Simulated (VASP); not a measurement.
# BaY2 (Pnnm) in VASP: relaxation of cell and atoms with PBE

Aim: the relaxation of cell and atoms of BaY2 with PBE.

All numbers are computed with VASP 6.6.1; they aren't measurements. Logs are shortened: lines on timing, memory, paths and dates and some standing lists are left out, and cuts for length are marked.

## (1) The cell of the first run

The structure is orthorhombic, space group Pnnm (No. 58). Conventional cell: a = 3.737 Å, b = 11.665 Å, c = 5.288 Å, α = 90.00°, β = 90.00°, γ = 90.00°. Within 4.9 Å of Ba (site symmetry 2/m) lie 2 Ba at 3.74 Å and 10 Y at 3.75 to 3.86 Å. Y (site symmetry m) has 7 Y at 3.64 to 4.17 Å and 5 Ba at 3.75 to 3.86 Å within 4.8 Å.

## (2) Relaxation of cell and atoms, PBE

The input, INCAR:

```
ALGO = Fast
EDIFF = 1E-6
EDIFFG = -0.04
ENCUT = 600
GGA = PE
IBRION = 2
ISIF = 3
ISMEAR = 0
LASPH = True
LCHARG = False
LREAL = False
LWAVE = False
NELM = 60
NSW = 90
PREC = Accurate
SIGMA = 0.1
```

The input, KPOINTS:

```
k-points
0
Gamma
  6 4 2
```

The input, POSCAR:

```
BaY2
1.0
   -3.7374836507      0.0000000000      0.0000000000
    0.0000000000      0.0000000000     -5.2880146713
    0.0000000000    -11.6647416165      0.0000000000
Ba Y
2 4
Direct
    1.0000000000      0.0000000000      0.0000000000
    0.5000000000      0.5000000000      0.5000000000
    0.0028375950      0.0000000000      0.6785810674
    0.9971624050      0.0000000000      0.3214189326
    0.5028375950      0.5000000000      0.8214189326
    0.4971624050      0.5000000000      0.1785810674
```

Potentials or basis: VASP PAW PBE potentials, release 64 (Ba_sv, Y_sv).

On the command line:

```console
$ cat potpaw_PBE.64/Ba_sv/POTCAR potpaw_PBE.64/Y_sv/POTCAR > POTCAR
$ mpirun -np 1 vasp_std > vasp.out
```

OUTCAR:

```text
EDIFF = 1E-6
   EDIFFG = -0.04
   ENCUT = 600
   GGA = PE
   IBRION = 2
   ISIF = 3
   ISMEAR = 0
   LASPH = True
   LREAL = False
   NELM = 60
   NSW = 90
   PREC = Accurate

 ion  position               nearest neighbor table
   1  0.000  0.000  0.000-   3 3.75   4 3.75   5 3.84   6 3.84   5 3.84   6 3.84   5 3.86   5 3.86
                             6 3.86   6 3.86
   2  0.500  0.500  0.500-   5 3.75   6 3.75   3 3.84   4 3.84   3 3.84   4 3.84   3 3.86   3 3.86
                             4 3.86   4 3.86
   3  0.003  0.000  0.679-   5 3.64   5 3.64   5 3.64   5 3.64   1 3.75   2 3.84   2 3.84   2 3.86
                             2 3.86   4 4.17
   4  0.997  0.000  0.321-   6 3.64   6 3.64   6 3.64   6 3.64   1 3.75   2 3.84   2 3.84   2 3.86
                             2 3.86   3 4.17
   5  0.503  0.500  0.821-   3 3.64   3 3.64   3 3.64   3 3.64   2 3.75   1 3.84   1 3.84   1 3.86
                             1 3.86   6 4.17
   6  0.497  0.500  0.179-   4 3.64   4 3.64   4 3.64   4 3.64   2 3.75   1 3.84   1 3.84   1 3.86
                             1 3.86   5 4.17

  LATTYP: Found a simple orthorhombic cell.
 ALAT       =     3.7374836507
 B/A-ratio  =     1.4148596129
 C/A-ratio  =     3.1210147540

  Lattice vectors:

 A1 = (  -3.7374836507,   0.0000000000,   0.0000000000)
 A2 = (   0.0000000000,   0.0000000000,  -5.2880146713)
 A3 = (   0.0000000000, -11.6647416165,   0.0000000000)

Analysis of symmetry for initial positions (statically):
=====================================================================
 Subroutine PRICEL returns:
 Original cell was already a primitive cell.

 Routine SETGRP: Setting up the symmetry group for a
 simple orthorhombic supercell.

 Subroutine GETGRP returns: Found  8 space group operations
 (whereof  4 operations were pure point group operations)
 out of a pool of  8 trial point group operations.

The static configuration has the point symmetry C_2h.
 The point group associated with its full space group is D_2h.

Analysis of symmetry for dynamics (positions and initial velocities):
=====================================================================
 Subroutine PRICEL returns:
 Original cell was already a primitive cell.

 Routine SETGRP: Setting up the symmetry group for a
 simple orthorhombic supercell.

 Subroutine GETGRP returns: Found  8 space group operations
 (whereof  4 operations were pure point group operations)
 out of a pool of  8 trial point group operations.

The dynamic configuration has the point symmetry C_2h.
 The point group associated with its full space group is D_2h.

 Subroutine INISYM returns: Found  8 space group operations
 (whereof  4 operations are pure point group operations),
 and found     1 'primitive' translations

----------------------------------------------------------------------------------------

                                     Primitive cell

  volume of cell :     230.5404

  direct lattice vectors                    reciprocal lattice vectors
    -3.737483651  0.000000000  0.000000000    -0.267559699  0.000000000  0.000000000
     0.000000000  0.000000000 -5.288014671     0.000000000  0.000000000 -0.189106888
     0.000000000-11.664741617  0.000000000     0.000000000 -0.085728431  0.000000000

  length of vectors
     3.737483651  5.288014671 11.664741617     0.267559699  0.189106888  0.085728431

  position of ions in fractional coordinates (direct lattice)
     0.000000000  0.000000000  0.000000000
     0.500000000  0.500000000  0.500000000
     0.002837595  0.000000000  0.678581067
     0.997162405  0.000000000  0.321418933
     0.502837595  0.500000000  0.821418933
     0.497162405  0.500000000  0.178581067

  ion indices of the primitive-cell ions
   primitive index   ion index
                 1           1
                 2           2
                 3           3
                 4           4
                 5           5
                 6           6

----------------------------------------------------------------------------------------

 KPOINTS: k-points

Automatic generation of k-mesh.
 Grid dimensions read from file:
 generate k-points for:    6    4    2

 Generating k-lattice:

  Cartesian coordinates                     Fractional coordinates (reciprocal lattice)
    -0.044593283  0.000000000  0.000000000     0.166666667  0.000000000  0.000000000
     0.000000000  0.000000000 -0.047276722     0.000000000  0.250000000  0.000000000
     0.000000000 -0.042864216  0.000000000     0.000000000  0.000000000  0.500000000

  Length of vectors
     0.044593283  0.047276722  0.042864216

  Shift w.r.t. Gamma in fractional coordinates (k-lattice)
     0.000000000  0.000000000  0.000000000

 Subroutine IBZKPT returns following result:
 ===========================================

 Found     24 irreducible k-points:

 Following reciprocal coordinates:
            Coordinates               Weight
  0.000000  0.000000  0.000000      1.000000
  0.166667  0.000000  0.000000      2.000000
  0.333333  0.000000  0.000000      2.000000
  0.500000  0.000000  0.000000      1.000000
  0.000000  0.250000  0.000000      2.000000
  0.166667  0.250000  0.000000      4.000000
[... 16 lines left out ...]
  0.333333  0.500000  0.500000      2.000000
  0.500000  0.500000  0.500000      1.000000
   k-points           NKPTS =     24   k-points in BZ     NKDIM =     24   number of bands    NBANDS=     38
   number of dos      NEDOS =    301   number of ions     NIONS =      6
   total plane-waves  NPLWV = 120960
   dimension x,y,z NGX =    30 NGY =   42 NGZ =   96
   dimension x,y,z NGXF=    60 NGYF=   84 NGZF=  192
   ions per type =               2   4
   NGX,Y,Z   is equivalent  to a cutoff of  13.34, 13.20, 13.68 a.u.
   NGXF,Y,Z  is equivalent  to a cutoff of  26.69, 26.41, 27.36 a.u.
 SYSTEM =  unknown system
   PREC   = accura    normal or accurate (medium, high low for compatibility)
   ISTART =      0    job   : 0-new  1-cont  2-samecut
   ICHARG =      2    charge: 1-file 2-atom 10-const
   ISPIN  =      1    spin polarized calculation?
   LNONCOLLINEAR =      F non collinear calculations
   LSORBIT =      F    spin-orbit coupling
   LASPH  =      T    aspherical Exc in radial PAW
   ENCUT  =  600.0 eV  44.10 Ry    6.64 a.u.   7.46 10.56 23.30*2*pi/ulx,y,z
   NELM   =     60;   NELMIN=  2; NELMDL= -5     # of ELM steps
   EDIFF  = 0.1E-05   stopping-criterion for ELM
   LREAL  =      F    real-space projection
   EDIFFG = -.4E-01   stopping-criterion for IOM
   NSW    =     90    number of steps for IOM
   IBRION =      2    ionic relax: 0-MD 1-quasi-New 2-CG
   NFREE  =      1    steps in history (QN), initial steepest desc. (CG)
   ISIF   =      3    stress and relaxation
   ISYM   =      2    0-nonsym 1-usesym 2-fastsym
   POTIM  = 0.5000    time-step for ionic-motion
   TEBEG  =    0.0;   TEEND  =   0.0 temperature during run
   PSTRESS=    0.0 pullay stress
   NELECT =      64.0000    total number of electrons
   NUPDOWN=      -1.0000    fix difference up-down
   EMIN   =  10.00;   EMAX   =-10.00  energy-range for DOS
   EFERMI =   0.00;   METHOD = LEGACY
   ISMEAR =     0;   SIGMA  =   0.10  broadening in eV -4-tet -1-fermi 0-gaus
   EFERMI_NEDOS =   21; number of points for ismear=-14 and -15
   IALGO  =     68    algorithm
   IMIX   =      4    mixing-type and parameters
     AMIX     =   0.40;   BMIX     =  1.00
     AMIX_MAG =   1.60;   BMIX_MAG =  1.00
  volume/ion in A,a.u.               =      38.42       259.29
  Fermi-wavevector in a.u.,A,eV,Ry     =   1.067954  2.018140 15.517789  1.140525
  Thomas-Fermi vector in A             =   2.203587
   LORBIT       =      0    0 simple, 1 ext, 2 COOP (PROOUT), +10 PAW based schemes
   GGA     = PE    functional components
   LHFCALC =     F    Hartree Fock is set to
   AEXX    =    0.0000 exact exchange contribution
   IVDW    =     0    specifies the selected vdW correction
   LEPSILON=     F    determine dielectric tensor
   LRPA    =     F    only Hartree local field effects (RPA)
 conjugate gradient relaxation of ions
 non-spin polarized calculation
 RMM-DIIS sequential band-by-band and
 Gauss-broadening in eV      SIGMA  =   0.10
  energy-cutoff  :      600.00
  volume of cell :      230.54
 maximum number of plane-waves:      7719
 NGX is ok and might be reduce to    30
   NGX = 15   NGY = 21   NGZ = 47

--------------------------------------- Ionic step        1  -------------------------------------------

 number of electron      64.0000001 magnetization

 Free energy of the ion-electron system (eV)
  ---------------------------------------------------
  ext. energy  EPLUGINS =         0.00000000
  ---------------------------------------------------
  free energy    TOTEN  =       -28.09292948 eV

  energy without entropy =      -28.04870226  energy(sigma->0) =      -28.07081587

------------------------ aborting loop EDIFF was not reached (unconverged)  ----------------------------

  FORCE on cell =-STRESS in cart. coord.  units (eV):
  Direction    XX          YY          ZZ          XY          YZ          ZX
  --------------------------------------------------------------------------------------
  -------------------------------------------------------------------------------------
  Total        0.5724658      0.4088335     -0.2824957     -0.0000000      0.0000000      0.0000000
  in kB        3.9784421      2.8412538     -1.9632491     -0.0000000      0.0000000      0.0000000
  external PRESSURE =       1.6188156 kB  Pullay stress =       0.0000000 kB

 VOLUME and BASIS-vectors are now :
 -----------------------------------------------------------------------------
  energy-cutoff  :      600.00
  volume of cell :      230.54
      direct lattice vectors                 reciprocal lattice vectors
    -3.737483651  0.000000000  0.000000000    -0.267559699  0.000000000  0.000000000
     0.000000000  0.000000000 -5.288014671     0.000000000  0.000000000 -0.189106888
     0.000000000-11.664741617  0.000000000     0.000000000 -0.085728431  0.000000000

 POSITION                                       TOTAL-FORCE (eV/Angst)
 -----------------------------------------------------------------------------------
      0.00000      0.00000      0.00000        -0.000000     -0.000000      0.000000
     -1.86874     -5.83237     -2.64401        -0.000000     -0.000000      0.000000
     -0.01061     -7.91547      0.00000         0.003863     -0.031144      0.000000
     -3.72688     -3.74927      0.00000        -0.003863      0.031144      0.000000
     -1.87935     -9.58164     -2.64401         0.003863      0.031144     -0.000000
     -1.85814     -2.08310     -2.64401        -0.003863     -0.031144      0.000000
 -----------------------------------------------------------------------------------
    total drift:                               -0.000000     -0.000000     -0.000000
[... 110 lines left out ...]
 POSITION                                       TOTAL-FORCE (eV/Angst)
 -----------------------------------------------------------------------------------
     -0.00000     -0.00000      0.00000         0.000000      0.000000      0.000000
     -1.89698     -5.89852     -2.61107        -0.000000      0.000000      0.000000
     -0.00989     -8.01278      0.00000         0.004224     -0.043506      0.000000
     -3.78407     -3.78426      0.00000        -0.004224      0.043506      0.000000
     -1.90687     -9.68278     -2.61107         0.004224      0.043506     -0.000000
     -1.88709     -2.11426     -2.61107        -0.004224     -0.043506      0.000000
 -----------------------------------------------------------------------------------
    total drift:                               -0.000000     -0.000000     -0.000000

  FREE ENERGIE OF THE ION-ELECTRON SYSTEM (eV)
  ---------------------------------------------------
  free  energy   TOTEN  =       -28.1021789543 eV

  energy  without entropy=      -28.0604885554  energy(sigma->0) =      -28.08133375

--------------------------------------- Ionic step        5  -------------------------------------------

 number of electron      64.0000002 magnetization

 Free energy of the ion-electron system (eV)
  ---------------------------------------------------
  ext. energy  EPLUGINS =         0.00000000
  ---------------------------------------------------
  free energy    TOTEN  =       -28.10469943 eV

  energy without entropy =      -28.06430917  energy(sigma->0) =      -28.08450430

 E-fermi :   2.7200     XC(G=0):  -8.9075

 val. band max:        2.7024541303   @ k =   0.1667   0.2500   0.0000
 cond. band min:       2.7654462839   @ k =   0.3333   0.2500   0.0000
 fundamental gap:      0.0629921536
 Fermi energy:         2.7199787750

 k-point     1 :       0.0000    0.0000    0.0000
  band No.  band energies     occupation
      1     -40.3512      2.00000
      2     -40.3502      2.00000
      3     -40.3130      2.00000
      4     -40.3120      2.00000
      5     -25.1880      2.00000
      6     -25.1859      2.00000
[... 995 lines left out ...]
 POSITION                                       TOTAL-FORCE (eV/Angst)
 -----------------------------------------------------------------------------------
     -0.00000     -0.00000      0.00000         0.000000      0.000000      0.000000
     -1.90326     -5.91953     -2.57774         0.000000      0.000000      0.000000
     -0.00922     -8.04804      0.00000         0.004291     -0.038118      0.000000
     -3.79729     -3.79102      0.00000        -0.004291      0.038118     -0.000000
     -1.91248     -9.71054     -2.57774         0.004291      0.038118      0.000000
     -1.89403     -2.12851     -2.57774        -0.004291     -0.038118     -0.000000
 -----------------------------------------------------------------------------------
    total drift:                               -0.000000     -0.000000      0.000000

  FREE ENERGIE OF THE ION-ELECTRON SYSTEM (eV)
  ---------------------------------------------------
  free  energy   TOTEN  =       -28.1046994250 eV

  energy  without entropy=      -28.0643091746  energy(sigma->0) =      -28.08450430

 reached required accuracy - stopping structural energy minimisation
```

It took 23 min on 1 thread of Intel Xeon 6975P-C (Granite Rapids), shared host; peak memory 0.53 GiB.

Results:

```
Free energy                           : -28.1047 eV
Relaxed volume                        : 38.72 Å³/atom
Relaxed cell                          : a = 3.807 Å, b = 5.155 Å, c = 11.839 Å, α = 90.00°, β = 90.00°, γ = 90.00°
Space group after relaxing (to 0.1 Å) : Immm (No. 71)
Energy gained by relaxing             : 2.0 meV/atom
Ionic steps                           : 5
Pressure after relaxing               : 0.0 GPa
Largest force after relaxing          : 0.038 eV/Å
Band gap on the k mesh                : zero (bands 32 and 33 overlap by 0.49 eV)
```

Forces on the atoms (eV/Å):
```
Ba   0.000  0.000  0.000
Ba   0.000  0.000  0.000
Y    0.004 -0.038  0.000
Y   -0.004  0.038  0.000
Y    0.004  0.038  0.000
Y   -0.004 -0.038  0.000
```

Step by step:
| step | energy change (eV) | largest force (eV/Å) | pressure (GPa) | volume (Å³) |
| --- | --- | --- | --- | --- |
| 1 | 0.0000 | 0.0314 | 0.16 | 230.54 |
| 2 | -0.0039 | 0.0357 | 0.01 | 231.84 |
| 3 | -0.0065 | 0.0465 | -0.24 | 234.36 |
| 4 | -0.0092 | 0.0437 | -0.16 | 233.73 |
| 5 | -0.0118 | 0.0384 | 0.02 | 232.33 |

Final structure:
```yaml
crystal:
  lattice:
    - [-3.80651, 0.00000, 0.00000]
    - [0.00000, 0.00000, -5.15549]
    - [0.00000, -11.83906, 0.00000]
  atoms:
    - { symbol: Ba, position: [0.00000, 0.00000, 0.00000] }
    - { symbol: Ba, position: [0.50000, 0.50000, 0.50000] }
    - { symbol: Y, position: [0.00242, 0.00000, 0.67979] }
    - { symbol: Y, position: [0.99758, 0.00000, 0.32021] }
    - { symbol: Y, position: [0.50242, 0.50000, 0.82021] }
    - { symbol: Y, position: [0.49758, 0.50000, 0.17979] }
```

Caveat: spin-orbit coupling is left out, which moves the levels of the heavy elements.

The gap in the log of VASP goes by the Fermi energy; the results here count the filled bands.